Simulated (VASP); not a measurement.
# Ir2Ru (P6_3/mmc) in VASP: further runs, part 2 of 2

VASP 6.6.1. Earlier steps stand in the parts before.

### 3 Single point, PBE

This run uses another cell than the first one, of 14.33 Å³/atom.

INCAR

```
PREC     = Accurate       # precision mode
ENCUT    = 520            # plane-wave cutoff, eV
EDIFF    = 1E-6           # SCF threshold, eV
ISMEAR   = 0              # smearing method
SIGMA    = 0.1            # smearing width, eV
LREAL    = F              # projectors in reciprocal space
LASPH    = T              # aspherical terms in the spheres
NELM     = 80             # most SCF steps
ALGO     = Normal         # electronic algorithm
ISIF     = 2              # what is computed and relaxed
LWAVE    = F              # write WAVECAR
LCHARG   = F              # write CHGCAR
GGA      = PE             # functional
NBANDS   = 41             # bands
```

KPOINTS

```
regular mesh
0
Gamma
  6 6 2
```

POSCAR

```
Ir2Ru
1.0
    2.7657789986     -0.0000000031      0.0000000000
   -1.3828894966      2.3952348756      0.0000000000
    0.0000000000      0.0000000000     12.9753144688
Ru Ir
2 4
Direct
    0.3333333333      0.6666666667      0.7500000000
    0.6666666667      0.3333333333      0.2500000000
    0.3333333333      0.6666666667      0.0858776630
    0.3333333333      0.6666666667      0.4141223370
    0.6666666667      0.3333333333      0.9141223370
    0.6666666667      0.3333333333      0.5858776630
```

Potentials or basis: VASP PAW PBE potentials, release 64 (Ru_pv, Ir).

Launch:

```console
$ cat potpaw_PBE.64/Ru_pv/POTCAR potpaw_PBE.64/Ir/POTCAR > POTCAR
$ mpirun -np 1 vasp_std > vasp.out
```

OUTCAR:

```text
PREC = Accurate
   ENCUT = 520
   EDIFF = 1E-6
   ISMEAR = 0
   LREAL = F
   LASPH = T
   NELM = 80
   ISIF = 2
   GGA = PE

 ion  position               nearest neighbor table
   1  0.333  0.667  0.750-   5 2.66   6 2.66   5 2.66   6 2.66   5 2.66   6 2.66
   2  0.667  0.333  0.250-   3 2.66   4 2.66   3 2.66   4 2.66   3 2.66   4 2.66
   3  0.333  0.667  0.086-   2 2.66   2 2.66   2 2.66   5 2.74   5 2.74   5 2.74
   4  0.333  0.667  0.414-   2 2.66   2 2.66   2 2.66   6 2.74   6 2.74   6 2.74
   5  0.667  0.333  0.914-   1 2.66   1 2.66   1 2.66   3 2.74   3 2.74   3 2.74
   6  0.667  0.333  0.586-   1 2.66   1 2.66   1 2.66   4 2.74   4 2.74   4 2.74
[... 814 lines left out ...]
  Total        0.1011656      0.1011656      0.3283133      0.0000000      0.0000000     -0.0000000
  in kB        1.8856451      1.8856451      6.1194957      0.0000000      0.0000000     -0.0000000
  external PRESSURE =       3.2969287 kB  Pullay stress =       0.0000000 kB

 VOLUME and BASIS-vectors are now :
 -----------------------------------------------------------------------------
  energy-cutoff  :      520.00
  volume of cell :       85.96
      direct lattice vectors                 reciprocal lattice vectors
     2.765778999 -0.000000003  0.000000000     0.361561788  0.208747795  0.000000000
    -1.382889497  2.395234876  0.000000000     0.000000000  0.417495591  0.000000000
     0.000000000  0.000000000 12.975314469     0.000000000  0.000000000  0.077069423

 POSITION                                       TOTAL-FORCE (eV/Angst)
 -----------------------------------------------------------------------------------
      0.00000      1.59682      9.73149        -0.000000      0.000000      0.000000
      1.38289      0.79841      3.24383         0.000000     -0.000000      0.000000
      0.00000      1.59682      1.11429        -0.000000     -0.000000      0.012243
      0.00000      1.59682      5.37337         0.000000      0.000000     -0.012243
      1.38289      0.79841     11.86102        -0.000000      0.000000     -0.012243
      1.38289      0.79841      7.60195        -0.000000      0.000000      0.012243
 -----------------------------------------------------------------------------------
    total drift:                               -0.000000      0.000000     -0.000000

  FREE ENERGIE OF THE ION-ELECTRON SYSTEM (eV)
  ---------------------------------------------------
  free  energy   TOTEN  =       -53.7468640006 eV

  energy  without entropy=      -53.7036840634  energy(sigma->0) =      -53.72527403
```

OSZICAR:

```text
N       E                     dE             d eps       ncg     rms          rms(c)
DAV:   1     0.758030230712E+03    0.75803E+03   -0.32651E+04  1180   0.163E+03
DAV:   2    -0.154436052387E+02   -0.77347E+03   -0.74108E+03  1162   0.518E+02
DAV:   3    -0.558605761490E+02   -0.40417E+02   -0.37057E+02  1397   0.123E+02
DAV:   4    -0.575841744069E+02   -0.17236E+01   -0.16730E+01  1375   0.232E+01
DAV:   5    -0.576350397639E+02   -0.50865E-01   -0.50832E-01  1606   0.374E+00    0.330E+01
DAV:   6    -0.565210719962E+02    0.11140E+01   -0.14852E+01  1651   0.329E+01    0.200E+01
DAV:   7    -0.640189247149E+02   -0.74979E+01   -0.58195E+01  1618   0.524E+01    0.295E+01
DAV:   8    -0.540755336978E+02    0.99434E+01   -0.16666E+01  1649   0.327E+01    0.654E+00
DAV:   9    -0.537934349202E+02    0.28210E+00   -0.28066E+00  1529   0.105E+01    0.370E+00
DAV:  10    -0.537624627565E+02    0.30972E-01   -0.15017E-01  1319   0.303E+00    0.281E+00
DAV:  11    -0.537511072492E+02    0.11356E-01   -0.68083E-02  1538   0.178E+00    0.113E+00
DAV:  12    -0.537561958324E+02   -0.50886E-02   -0.69732E-03  1514   0.533E-01    0.960E-01
DAV:  13    -0.537476247720E+02    0.85711E-02   -0.10744E-02  1634   0.842E-01    0.368E-01
DAV:  14    -0.537470722058E+02    0.55257E-03   -0.10974E-03  1448   0.197E-01    0.182E-01
DAV:  15    -0.537469356506E+02    0.13656E-03   -0.12238E-04  1672   0.690E-02    0.105E-01
DAV:  16    -0.537468790120E+02    0.56639E-04   -0.59146E-05  1797   0.528E-02    0.491E-02
DAV:  17    -0.537468643640E+02    0.14648E-04   -0.19967E-05  1586   0.319E-02    0.113E-02
DAV:  18    -0.537468640006E+02    0.36334E-06   -0.18899E-06   740   0.978E-03
   1 F= -.53746864E+02 E0= -.53725274E+02  d E =-.431799E-01
```

Wall time 66 s (1 thread of Intel Xeon Platinum 8259CL at 2.50GHz (Skylake/Cascade Lake), shared host); peak memory 0.24 GiB.

What came out:

```yaml
Free_energy: -53.7469 eV
Pressure: 0.3 GPa
Largest_force: 0.012 eV/Å
Band_gap_on_the_k_mesh: zero (bands 32 and 33 overlap by 2.47 eV)
```

Forces on the atoms (eV/Å):
```
Ru   0.000  0.000  0.000
Ru   0.000  0.000  0.000
Ir   0.000  0.000  0.012
Ir   0.000  0.000 -0.012
Ir   0.000  0.000 -0.012
Ir   0.000  0.000  0.012
```

Levels at points of the mesh, in eV from the Fermi level:
```
           k point  band 30  band 31  band 32  band 33  band 34  band 35  band 36  band 37
(0.00, 0.00, 0.00)    -2.17    -2.17    -0.90    -0.90    -0.84    -0.84     0.27     0.37
(0.50, 0.00, 0.00)     0.81     1.01     1.02     1.14     1.25     1.30     1.37     1.42
(0.00, 0.00, 0.50)    -1.71    -1.71    -1.71    -0.79    -0.79    -0.06    -0.06    -0.06
(0.50, 0.00, 0.50)     0.64     1.05     1.05     1.11     1.11     1.28     1.28     2.39
```

Caveat: the k points lie up to 0.44 Å⁻¹ apart, too coarse for converged energies and pressures of a metal; spin-orbit coupling is left out, which moves the levels of the heavy elements.
